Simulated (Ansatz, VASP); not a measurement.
## One calculation of Cu, two programs

INCAR

```
SYSTEM = Cu
  ALGO = Fast
  EDIFF = 1E-7
  EDIFFG = -0.001
  ENCUT = 600
  GGA = CA
  IBRION = 2
  ISIF = 3
  ISMEAR = -1
  LASPH = .True.
  LCHARG = .False.
  LREAL = .False.
  LWAVE = .False.
  NELM = 100
  NSW = 80
  PREC = Accurate
  SIGMA = 0.15
```

Contents of KPOINTS:

```
k-points
0
Gamma
  20 20 20
  0 0 0
```

File POSCAR:

```
Cu
1.0
    0.0000000000      1.7592130920      1.7592130920
    1.7592130920      0.0000000000      1.7592130920
    1.7592130920      1.7592130920      0.0000000000
Cu
1
Direct
    0.0000000000      0.0000000000      0.0000000000
```

Input for Ansatz:

```yaml
crystal:
  lattice:
    - [0.0, 1.759213092, 1.759213092]
    - [1.759213092, 0.0, 1.759213092]
    - [1.759213092, 1.759213092, 0.0]
  atoms:
    - { symbol: Cu, position: [0.0, 0.0, 0.0] }
basis:
  ecutwfc: 420
kpoints:
  mp_grid: { grid: [20, 20, 20] }
hamiltonian:
  xc: lda
  pseudopotentials: { kind: paw, azcp: { folder: soft_1 } }
scf:
  occupations: { method: fermi_dirac, width: 0.15 }
output:
  forces: true
  stress: true
  eigenvalues: true
relax:
  adjacent_minimum: "off"
  f_tol: 0.001
  max_steps: 60
  cell: { stress_tol: 0.01 }
```

Alike in both runs: task relaxation of cell and atoms; functional LDA; k mesh 20 × 20 × 20; occupations fermi-dirac, width 0.15 eV; no spin polarisation.

|  | VASP | Ansatz |
| --- | --- | --- |
| version | VASP 6.6.1 | Ansatz 0.2.0 |
| potentials or method | VASP PAW LDA potentials, release 64 (Cu), cutoff 600 eV | scalar-relativistic, plane waves, PAW |
| valence electrons in the cell | 11 | 19 |

```csv
,VASP,Ansatz,Ansatz less VASP
"gap on the k mesh at the Fermi level, each at its own relaxed structure (eV)",none,none,-
relaxed volume (Å³/atom),10.95,10.89,-0.059
relaxed cell length with the largest relative difference (Å),2.492,2.488,-0.0045
```

Ansatz warns that its potentials were made for another functional, while VASP's fit it. LDA's correlation is that of Perdew and Zunger in VASP and of Perdew and Wang (1992) in Ansatz. A gap of «none» marks a metal or a gap that the smearing closes. VASP's potentials hold 11 valence electrons a cell and Ansatz's 19, so a difference there can come from the potentials and not from the codes.
